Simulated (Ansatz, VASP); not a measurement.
# SnO2 in VASP and in Ansatz

POSCAR

```
SnO2
1.0
    4.7372700000      0.0000000000      0.0000000000
    0.0000000000      4.7372700000      0.0000000000
    0.0000000000      0.0000000000      3.1863830000
Sn O
2 4
Direct
    0.0000000000      0.0000000000      0.0000000000
    0.5000000000      0.5000000000      0.5000000000
    0.3054018543      0.3054018543      0.0000000000
    0.1945981457      0.8054018543      0.5000000000
    0.6945981457      0.6945981457      0.0000000000
    0.8054018543      0.1945981457      0.5000000000
```

File INCAR.step1:

```
SYSTEM = SnO2
  PREC = Accurate
  ENCUT = 520
  ISMEAR = 0
  SIGMA = 0.01
  LREAL = .False.
  LASPH = .True.
  NELM = 80
  NBANDS = 35
  GGA = PE
  ALGO = Normal
  EDIFF = 1E-4
  LWAVE = .True.
  LCHARG = .False.
```

File INCAR.step2:

```
SYSTEM = SnO2
  PREC = Accurate
  ENCUT = 520
  EDIFF = 1E-8
  ISMEAR = 0
  SIGMA = 0.01
  LREAL = .False.
  LASPH = .True.
  NELM = 80
  ALGO = Normal
  ISIF = 2
  LWAVE = .False.
  LCHARG = .False.
  METAGGA = R2SCAN
  LMIXTAU = .True.
  LEFG = .True.
  NBANDS = 35
  ISTART = 1
```

KPOINTS

```
Automatic mesh
0
Gamma
  5 5 8
  0 0 0
```

Input for Ansatz:

```yaml
crystal:
  lattice:
    - [4.73727, 0.0, 0.0]
    - [0.0, 4.73727, 0.0]
    - [0.0, 0.0, 3.186383]
  atoms:
    - { symbol: Sn, position: [0.0, 0.0, 0.0] }
    - { symbol: Sn, position: [0.5, 0.5, 0.5] }
    - { symbol: O, position: [0.3054018543, 0.3054018543, 0.0] }
    - { symbol: O, position: [0.1945981457, 0.8054018543, 0.5] }
    - { symbol: O, position: [0.6945981457, 0.6945981457, 0.0] }
    - { symbol: O, position: [0.8054018543, 0.1945981457, 0.5] }
scf:
  occupations: { method: fixed }
output:
  forces: false
  stress: false
  eigenvalues: true
  efg: { contact_densities: true }
  populations: true
  write_density: true
  write_potential: true
  elf: true
  volumetric_format: npy
kpoints:
  mp_grid: { grid: [5, 5, 8] }
hamiltonian:
  xc: r2scan
```

Alike in both runs: task electric field gradients; functional r2SCAN; k mesh 5 × 5 × 8; no spin polarisation.

```csv
,VASP,Ansatz
version,VASP 6.6.1,Ansatz 0.2.0
potentials or method,"VASP PAW PBE potentials, release 64 (Sn_d, O)","scalar-relativistic, plane waves, PAW"
plane-wave cutoff (eV),520,500
occupations,"gaussian, width 0.01 eV",fixed
valence electrons in the cell,52,52
```

VASP gave:

```
gap on the k mesh at the Fermi level (eV)            : 1.95
least direct gap on the mesh (eV)                    : 1.95
size of Vzz on the site where it differs most (V/Å²) : 56.3
```

Task: Which values does Ansatz return?

Result: gap on the k mesh at the Fermi level (eV): 1.93; least direct gap on the mesh (eV): 1.93; size of Vzz on the site where it differs most (V/Å²): 56.6.

VASP's potentials were made for PBE, not for r2SCAN.
